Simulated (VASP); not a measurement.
# SiC (F-43m) in VASP: settings compared

SiC is run at these levels: HSE06, PBE; tasks: single point.

All numbers are computed with VASP 6.6.1; they aren't measurements. Logs are shortened: lines on timing, memory, paths and dates and some standing lists are left out, and cuts for length are marked.

**1. The cell of the first run**

It takes space group F-43m (No. 216, cubic). Conventional cell: a = 4.530 Å, b = 4.530 Å, c = 4.530 Å, α = 90.00°, β = 90.00°, γ = 90.00°. Si (site symmetry -43m) has 4 C at 1.96 Å within 2.6 Å. Within 2.6 Å of C (site symmetry -43m) lie 4 Si at 1.96 Å.

**2. Single point, HSE06 (strain +4.0%)**

Contents of POSCAR:

```
SiC
1.0
    0.0000000000      2.2651744451      2.2651744451
    2.2651744451      0.0000000000      2.2651744451
    2.2651744451      2.2651744451      0.0000000000
Si C
1 1
Direct
    0.0000000000      0.0000000000      0.0000000000
    0.2500000000      0.2500000000      0.2500000000
```

Contents of INCAR.step1:

```
SYSTEM = SiC
ALGO     = Normal         ! electronic algorithm
EDIFF    = 1E-5           ! SCF threshold, eV
ENCUT    = 520            ! plane-wave cutoff, eV
GGA      = PE             ! functional
ISIF     = 2              ! what is computed and relaxed
ISMEAR   = 0              ! smearing method
LASPH    = .TRUE.         ! aspherical terms in the spheres
LCHARG   = .FALSE.        ! write CHGCAR
LREAL    = .FALSE.        ! projectors in reciprocal space
LWAVE    = .TRUE.         ! write WAVECAR
NBANDS   = 11             ! bands
NELM     = 80             ! most SCF steps
PREC     = Accurate       ! precision mode
SIGMA    = 0.01           ! smearing width, eV
```

Contents of INCAR.step2:

```
SYSTEM = SiC
ALGO     = Normal         ! electronic algorithm
EDIFF    = 1E-7           ! SCF threshold, eV
ENCUT    = 520            ! plane-wave cutoff, eV
GGA      = PE             ! functional
HFSCREEN = 0.2079         ! screening, 1/A
ISIF     = 2              ! what is computed and relaxed
ISMEAR   = 0              ! smearing method
ISTART   = 1            
LASPH    = .TRUE.         ! aspherical terms in the spheres
LCHARG   = .FALSE.        ! write CHGCAR
LHFCALC  = .TRUE.         ! exact exchange
LREAL    = .FALSE.        ! projectors in reciprocal space
LWAVE    = .FALSE.        ! write WAVECAR
NBANDS   = 11             ! bands
NELM     = 80             ! most SCF steps
PREC     = Accurate       ! precision mode
PRECFOCK = Normal       
SIGMA    = 0.01           ! smearing width, eV
```

Contents of KPOINTS:

```
k-points
0
G
  8 8 8
  0 0 0
```

Potentials or basis: VASP PAW PBE potentials, release 64 (Si, C).

The run is started by

```console
$ cat potpaw_PBE.64/Si/POTCAR potpaw_PBE.64/C/POTCAR > POTCAR
$ cp INCAR.step1 INCAR
$ mpirun -np 1 vasp_std > vasp.out
$ cp INCAR.step2 INCAR
$ mpirun -np 1 vasp_std > vasp.out
```

OUTCAR:

```text
SYSTEM = SiC
   EDIFF = 1E-7
   ENCUT = 520
   GGA = PE
   HFSCREEN = 0.2079
   ISIF = 2
   ISMEAR = 0
   ISTART = 1
   LASPH = .TRUE.
   LHFCALC = .TRUE.
   LREAL = .FALSE.
   NELM = 80
   PREC = Accurate
   PRECFOCK = Normal

 ion  position               nearest neighbor table
   1  0.000  0.000  0.000-   2 1.96   2 1.96   2 1.96   2 1.96
   2  0.250  0.250  0.250-   1 1.96   1 1.96   1 1.96   1 1.96

  LATTYP: Found a face centered cubic cell.
 ALAT       =     4.5303488902

  Lattice vectors:

 A1 = (   0.0000000000,   2.2651744451,   2.2651744451)
 A2 = (   2.2651744451,   0.0000000000,   2.2651744451)
 A3 = (   2.2651744451,   2.2651744451,   0.0000000000)

Analysis of symmetry for initial positions (statically):
=====================================================================
 Subroutine PRICEL returns:
 Original cell was already a primitive cell.

 Routine SETGRP: Setting up the symmetry group for a
 face centered cubic supercell.

 Subroutine GETGRP returns: Found 24 space group operations
 (whereof 24 operations were pure point group operations)
 out of a pool of 48 trial point group operations.

The static configuration has the point symmetry T_d .

Analysis of symmetry for dynamics (positions and initial velocities):
=====================================================================
 Subroutine PRICEL returns:
 Original cell was already a primitive cell.

 Routine SETGRP: Setting up the symmetry group for a
 face centered cubic supercell.

 Subroutine GETGRP returns: Found 24 space group operations
 (whereof 24 operations were pure point group operations)
 out of a pool of 48 trial point group operations.

The dynamic configuration has the point symmetry T_d .

 Subroutine INISYM returns: Found 24 space group operations
 (whereof 24 operations are pure point group operations),
 and found     1 'primitive' translations

----------------------------------------------------------------------------------------

                                     Primitive cell

  volume of cell :      23.2453

  direct lattice vectors                    reciprocal lattice vectors
     0.000000000  2.265174445  2.265174445    -0.220733551  0.220733551  0.220733551
     2.265174445  0.000000000  2.265174445     0.220733551 -0.220733551  0.220733551
     2.265174445  2.265174445  0.000000000     0.220733551  0.220733551 -0.220733551
[... 98 lines left out ...]
   EFERMI =   0.00;   METHOD = LEGACY
   ISMEAR =     0;   SIGMA  =   0.01  broadening in eV -4-tet -1-fermi 0-gaus
   EFERMI_NEDOS =   21; number of points for ismear=-14 and -15
   IALGO  =     38    algorithm
   IMIX   =      1    mixing-type and parameters
     AMIX     =   0.40;   BMIX     =  1.00
     AMIX_MAG =   1.60;   BMIX_MAG =  1.00
  volume/ion in A,a.u.               =      11.62        78.43
  Fermi-wavevector in a.u.,A,eV,Ry     =   1.147255  2.167997 17.907897  1.316193
  Thomas-Fermi vector in A             =   2.283935
   LORBIT       =      0    0 simple, 1 ext, 2 COOP (PROOUT), +10 PAW based schemes
   GGA     = PE    functional components
   LHFCALC =     T    Hartree Fock is set to
   PRECFOCK=normal    Normal, Fast or Accurate (Low or Medium for compatibility)
   ENCUT4O =  -1.0   cutoff for four orbital integrals eV
   NKREDX  =     1    reduce k-point grid by
   NKREDY  =     1    reduce k-point grid by
   NKREDZ  =     1    reduce k-point grid by
   AEXX    =    0.2500 exact exchange contribution
   HFSCREEN=    0.2079 screening length (either q_TF or 0.3 A-1)
   HFSCREENC=   0.2079 screening length for correlation (either q_TF or 0.3 A-1)
   ENCUTFOCK=  -1.0 apply spherical cutoff to Coloumb kernel
   IVDW    =     0    specifies the selected vdW correction
   LEPSILON=     F    determine dielectric tensor
   LRPA    =     F    only Hartree local field effects (RPA)
 non-spin polarized calculation
 Gauss-broadening in eV      SIGMA  =   0.01
  energy-cutoff  :      520.00
  volume of cell :       23.25
 maximum number of plane-waves:       638
  NGX = 18; NGY = 18; NGZ = 18

 number of electron       7.9999999 magnetization

 Free energy of the ion-electron system (eV)
  ---------------------------------------------------
  ext. energy  EPLUGINS =         0.00000000
  ---------------------------------------------------
  free energy    TOTEN  =       -17.21174120 eV

  energy without entropy =      -17.21174120  energy(sigma->0) =      -17.21174120

 E-fermi :   6.3958     XC(G=0):  -8.9724

 val. band max:        6.2760250103   @ k =   0.0000   0.0000   0.0000
 cond. band min:       8.5666256185   @ k =   0.5000   0.5000   0.0000
 fundamental gap:      2.2906006082
 Fermi energy:         6.3957640449

 k-point     1 :       0.0000    0.0000    0.0000
  band No.  band energies     occupation
      1      -9.7839      2.00000
      2       6.2760      2.00000
      3       6.2760      2.00000
      4       6.2760      2.00000
      5      12.3550      0.00000
      6      14.0280      0.00000
      7      14.0280      0.00000
      8      14.0280      0.00000
      9      21.6196      0.00000
     10      21.6196      0.00000
     11      22.4241      0.00000
[... 309 lines left out ...]
 k-point    24 :      -0.3750    0.2500    0.1250
  band No.  band energies     occupation
      1      -5.7311      2.00000
      2      -1.7771      2.00000
      3       2.4372      2.00000
      4       3.9956      2.00000
      5      12.3475      0.00000
      6      13.9597      0.00000
      7      16.9432      0.00000
      8      17.8620      0.00000
      9      20.1617      0.00000
     10      23.1319      0.00000
     11      25.8260      0.00000

 [... further k-points ...]

------------------------ aborting loop because EDIFF is reached ----------------------------------------

  FORCE on cell =-STRESS in cart. coord.  units (eV):
  Direction    XX          YY          ZZ          XY          YZ          ZX
  --------------------------------------------------------------------------------------
  -------------------------------------------------------------------------------------
  Total       -3.2987281     -3.2987281     -3.2987281     -0.0000000     -0.0000000     -0.0000000
  in kB     -227.3642364   -227.3642364   -227.3642364     -0.0000000     -0.0000000     -0.0000000
  external PRESSURE =    -227.3642364 kB  Pullay stress =       0.0000000 kB

 VOLUME and BASIS-vectors are now :
 -----------------------------------------------------------------------------
  energy-cutoff  :      520.00
  volume of cell :       23.25
      direct lattice vectors                 reciprocal lattice vectors
     0.000000000  2.265174445  2.265174445    -0.220733551  0.220733551  0.220733551
     2.265174445  0.000000000  2.265174445     0.220733551 -0.220733551  0.220733551
     2.265174445  2.265174445  0.000000000     0.220733551  0.220733551 -0.220733551

 POSITION                                       TOTAL-FORCE (eV/Angst)
 -----------------------------------------------------------------------------------
      0.00000      0.00000      0.00000         0.000000      0.000000      0.000000
      1.13259      1.13259      1.13259        -0.000000     -0.000000     -0.000000
 -----------------------------------------------------------------------------------
    total drift:                                0.000000     -0.000000      0.000000

  FREE ENERGIE OF THE ION-ELECTRON SYSTEM (eV)
  ---------------------------------------------------
  free  energy   TOTEN  =       -17.2117412027 eV

  energy  without entropy=      -17.2117412027  energy(sigma->0) =      -17.21174120
```

OSZICAR.step1:

```text
N       E                     dE             d eps       ncg     rms          rms(c)
DAV:   1     0.511721852117E+01    0.51172E+01   -0.39000E+03   646   0.611E+02
DAV:   2    -0.157331018512E+02   -0.20850E+02   -0.20137E+02   838   0.107E+02
DAV:   3    -0.164796071260E+02   -0.74651E+00   -0.74502E+00   791   0.172E+01
DAV:   4    -0.164828689668E+02   -0.32618E-02   -0.32616E-02   736   0.147E+00
DAV:   5    -0.164828860497E+02   -0.17083E-04   -0.17083E-04   781   0.991E-02    0.771E+00
DAV:   6    -0.149522680887E+02    0.15306E+01   -0.63351E+00   707   0.107E+01    0.332E+00
DAV:   7    -0.149323786390E+02    0.19889E-01   -0.26148E-01   767   0.303E+00    0.159E+00
DAV:   8    -0.149256001262E+02    0.67785E-02   -0.18264E-02   719   0.902E-01    0.171E-01
DAV:   9    -0.149256839044E+02   -0.83778E-04   -0.19080E-03   807   0.234E-01    0.109E-01
DAV:  10    -0.149258167783E+02   -0.13287E-03   -0.30039E-04   716   0.102E-01    0.264E-02
DAV:  11    -0.149258201525E+02   -0.33742E-05   -0.57252E-05   761   0.370E-02
   1 F= -.14925820E+02 E0= -.14925820E+02  d E =-.999463E-36
```

Run time: 24 min. Hardware: 1 thread of Intel Xeon Platinum 8375C at 2.90GHz (Ice Lake), shared host; peak memory 0.26 GiB.

What came out:

```yaml
Free_energy: -17.2117 eV
Pressure: -22.7 GPa
Band_gap_on_the_k_mesh: 2.29 eV (least direct gap 5.55 eV)
```

Levels at points of the mesh, in eV from the valence-band top:
| k point | band 1 | band 2 | band 3 | band 4 | band 5 | band 6 | band 7 | band 8 |
| --- | --- | --- | --- | --- | --- | --- | --- | --- |
| (0.00, 0.00, 0.00) | -16.06 | 0.00 | 0.00 | 0.00 | 6.08 | 7.75 | 7.75 | 7.75 |
| (0.50, 0.00, 0.00) | -12.65 | -8.71 | -1.13 | -1.13 | 5.52 | 7.96 | 7.96 | 10.86 |
| (0.50, 0.50, 0.00) | -11.21 | -8.18 | -3.26 | -3.26 | 2.29 | 4.93 | 14.53 | 14.53 |

Caveat: the cell differs from its parent crystal (strain +4.0%); the cell stands under tension; the PAW data sets were made with another functional, which shifts forces and pressure a little. A k mesh can miss the band edges.

**3. Single point, PBE (strain -4.0%)**

Contents of INCAR:

```
PREC     = Accurate       # precision mode
ENCUT    = 520            # plane-wave cutoff, eV
EDIFF    = 1E-6           # SCF threshold, eV
ISMEAR   = 0              # smearing method
SIGMA    = 0.01           # smearing width, eV
LREAL    = False          # projectors in reciprocal space
LASPH    = True           # aspherical terms in the spheres
NELM     = 60             # most SCF steps
ALGO     = Normal         # electronic algorithm
ISIF     = 2              # what is computed and relaxed
LWAVE    = False          # write WAVECAR
LCHARG   = False          # write CHGCAR
GGA      = PE             # functional
NBANDS   = 11             # bands
```

Contents of KPOINTS:

```
regular mesh
0
Gamma
  6 6 6
```

Contents of POSCAR:

```
SiC
1.0
    0.0000000000      2.0909302570      2.0909302570
    2.0909302570      0.0000000000      2.0909302570
    2.0909302570      2.0909302570      0.0000000000
Si C
1 1
Direct
    0.0000000000      0.0000000000      0.0000000000
    0.2500000000      0.2500000000      0.2500000000
```

Potentials or basis: VASP PAW PBE potentials, release 64 (Si, C).

The run is started by

```console
$ cat potpaw_PBE.64/Si/POTCAR potpaw_PBE.64/C/POTCAR > POTCAR
$ mpirun -np 1 vasp_std > vasp.out
```

Run time: 5.1 s. Hardware: 1 thread of AMD EPYC 7R43 (Zen 3), shared host; peak memory 0.09 GiB.

Results (log left out):

* Free energy: -14.7574 eV
* Pressure: 38.5 GPa
* Band gap on the k mesh: 1.22 eV (least direct gap 4.65 eV)

Levels at points of the mesh, in eV from the valence-band top:
| k point | band 2 | band 3 | band 4 | band 5 | band 6 | band 7 |
| --- | --- | --- | --- | --- | --- | --- |
| (0.00, 0.00, 0.00) | 0.00 | 0.00 | 0.00 | 7.70 | 8.22 | 8.22 |
| (0.50, 0.00, 0.00) | -9.25 | -1.07 | -1.07 | 6.59 | 7.74 | 7.74 |
| (0.50, 0.50, 0.00) | -8.22 | -3.42 | -3.42 | 1.22 | 4.77 | 15.52 |

Caveat: the k points lie up to 0.43 Å⁻¹ apart; the cell differs from its parent crystal (strain -4.0%). A k mesh can miss the band edges.

**4. Single point, PBE (strain -3.0%)**

Contents of INCAR:

```
SYSTEM = SiC
PREC = Accurate
ENCUT = 520
EDIFF = 1E-7
ISMEAR = 0
SIGMA = 0.01
LREAL = .False.
LASPH = .True.
NELM = 60
ALGO = Normal
ISIF = 2
LWAVE = .False.
LCHARG = .True.
GGA = PE
LELF = .True.
LVHAR = .True.
NBANDS = 11
```

Contents of KPOINTS:

```
regular mesh
0
Gamma
  6 6 6
  0 0 0
```

Contents of POSCAR:

```
SiC
1.0
    0.0000000000      2.1127107805      2.1127107805
    2.1127107805      0.0000000000      2.1127107805
    2.1127107805      2.1127107805      0.0000000000
Si C
1 1
Direct
    0.0000000000      0.0000000000      0.0000000000
    0.2500000000      0.2500000000      0.2500000000
```

The run is started by

```console
$ cat potpaw_PBE.64/Si/POTCAR potpaw_PBE.64/C/POTCAR > POTCAR
$ mpirun -np 1 vasp_std > vasp.out
```

Wall time 6 s (1 thread of AMD EPYC 7R43 (Zen 3), shared host); peak memory 0.1 GiB.

The run converged. Its results:

- Free energy: -14.8773 eV
- Pressure: 28.1 GPa
- Band gap on the k mesh: 1.26 eV (least direct gap 4.62 eV)

Levels at points of the mesh, in eV from the valence-band top:
```csv
k point,band 1,band 2,band 3,band 4,band 5,band 6,band 7,band 8
"(0.00, 0.00, 0.00)",-16.15,0.00,0.00,0.00,7.33,7.98,7.98,7.98
"(0.50, 0.00, 0.00)",-12.23,-9.07,-1.07,-1.07,6.29,7.61,7.61,10.57
"(0.50, 0.50, 0.00)",-10.68,-8.11,-3.36,-3.36,1.26,4.65,15.14,15.14
```

Caveat: the k points lie up to 0.43 Å⁻¹ apart; the cell differs from its parent crystal (strain -3.0%). A k mesh can miss the band edges.

**5. Single point, PBE (strain -2.0%)**

Contents of INCAR:

```
ALGO     = Normal         # electronic algorithm
EDIFF    = 1E-6           # SCF threshold, eV
ENCUT    = 520            # plane-wave cutoff, eV
GGA      = PE             # functional
ISIF     = 2              # what is computed and relaxed
ISMEAR   = 0              # smearing method
LASPH    = True           # aspherical terms in the spheres
LCHARG   = False          # write CHGCAR
LREAL    = False          # projectors in reciprocal space
LWAVE    = False          # write WAVECAR
NBANDS   = 11             # bands
NELM     = 100            # most SCF steps
PREC     = Accurate       # precision mode
SIGMA    = 0.01           # smearing width, eV
```

Contents of KPOINTS:

```
k-points
0
Gamma
  6 6 6
```

Contents of POSCAR:

```
SiC
1.0
    0.0000000000      2.1344913040      2.1344913040
    2.1344913040      0.0000000000      2.1344913040
    2.1344913040      2.1344913040      0.0000000000
Si C
1 1
Direct
    0.0000000000      0.0000000000      0.0000000000
    0.2500000000      0.2500000000      0.2500000000
```

Potentials or basis: VASP PAW PBE potentials, release 64 (Si, C).

The run is started by

```console
$ cat potpaw_PBE.64/Si/POTCAR potpaw_PBE.64/C/POTCAR > POTCAR
$ mpirun -np 1 vasp_std > vasp.out
```

OUTCAR:

```text
EDIFF = 1E-6
   ENCUT = 520
   GGA = PE
   ISIF = 2
   ISMEAR = 0
   LASPH = True
   LREAL = False
   NELM = 100
   PREC = Accurate

 ion  position               nearest neighbor table
   1  0.000  0.000  0.000-   2 1.85   2 1.85   2 1.85   2 1.85
   2  0.250  0.250  0.250-   1 1.85   1 1.85   1 1.85   1 1.85

  LATTYP: Found a face centered cubic cell.
 ALAT       =     4.2689826080

  Lattice vectors:

 A1 = (   0.0000000000,   2.1344913040,   2.1344913040)
[... 400 lines left out ...]
------------------------ aborting loop because EDIFF is reached ----------------------------------------

  FORCE on cell =-STRESS in cart. coord.  units (eV):
  Direction    XX          YY          ZZ          XY          YZ          ZX
  --------------------------------------------------------------------------------------
  -------------------------------------------------------------------------------------
  Total        2.2991869      2.2991869      2.2991869     -0.0000000      0.0000000     -0.0000000
  in kB      189.3963863    189.3963863    189.3963863     -0.0000000      0.0000000     -0.0000000
  external PRESSURE =     189.3963863 kB  Pullay stress =       0.0000000 kB

 VOLUME and BASIS-vectors are now :
 -----------------------------------------------------------------------------
  energy-cutoff  :      520.00
  volume of cell :       19.45
      direct lattice vectors                 reciprocal lattice vectors
     0.000000000  2.134491304  2.134491304    -0.234247851  0.234247851  0.234247851
     2.134491304  0.000000000  2.134491304     0.234247851 -0.234247851  0.234247851
     2.134491304  2.134491304  0.000000000     0.234247851  0.234247851 -0.234247851

 POSITION                                       TOTAL-FORCE (eV/Angst)
 -----------------------------------------------------------------------------------
      0.00000      0.00000      0.00000        -0.000000     -0.000000     -0.000000
      1.06725      1.06725      1.06725         0.000000      0.000000      0.000000
 -----------------------------------------------------------------------------------
    total drift:                                0.000000      0.000000      0.000000

  FREE ENERGIE OF THE ION-ELECTRON SYSTEM (eV)
  ---------------------------------------------------
  free  energy   TOTEN  =       -14.9636749964 eV

  energy  without entropy=      -14.9636749964  energy(sigma->0) =      -14.96367500
```

stdout:

```text
POSCAR found type information on POSCAR SiC
 POSCAR found :  2 types and       2 ions
 scaLAPACK will be used
 LDA part: xc-table for (Slater+PW92), standard interpolation
 POSCAR, INCAR and KPOINTS ok, starting setup
 FFT: planning ... GRIDC
 FFT: planning ... GRID_SOFT
 FFT: planning ... GRID
 WAVECAR not read
 entering main loop
```

Wall time 5.3 s (1 thread of AMD EPYC 7R43 (Zen 3), shared host); peak memory 0.09 GiB.

What came out:

- Free energy: -14.9637 eV
- Pressure: 18.9 GPa
- Band gap on the k mesh: 1.29 eV (least direct gap 4.60 eV)

Caveat: the k points lie up to 0.42 Å⁻¹ apart; the cell differs from its parent crystal (strain -2.0%). A k mesh can miss the band edges.

**6. Summary**

```csv
level,cell,k mesh,grid for exact exchange (PRECFOCK),share of exact exchange,screening parameter,gap on the mesh (eV),pressure (GPa)
HSE06,"a = 3.203 Å, angles 60.0°, 2 atoms",8 × 8 × 8,Normal,0.25,0.2079 1/Å,2.29,-22.7
PBE,"a = 2.957 Å, angles 60.0°, 2 atoms",6 × 6 × 6,-,-,-,1.22,38.5
PBE,"a = 2.988 Å, angles 60.0°, 2 atoms",6 × 6 × 6,-,-,-,1.26,28.1
PBE,"a = 3.019 Å, angles 60.0°, 2 atoms",6 × 6 × 6,-,-,-,1.29,18.9
```

Alike in all rows: task single point; potentials or basis VASP PAW PBE potentials, release 64 (Si, C); no spin polarisation; cutoff (eV) 520; smearing gaussian 0.01 eV.

Caveats: some runs use coarse meshes; the cell stands under tension (at least some runs); the PAW data sets were made with another functional, which shifts forces and pressure a little (at least some runs).

Total energies depend on the potentials used, so only differences within one code and one set of settings carry meaning.
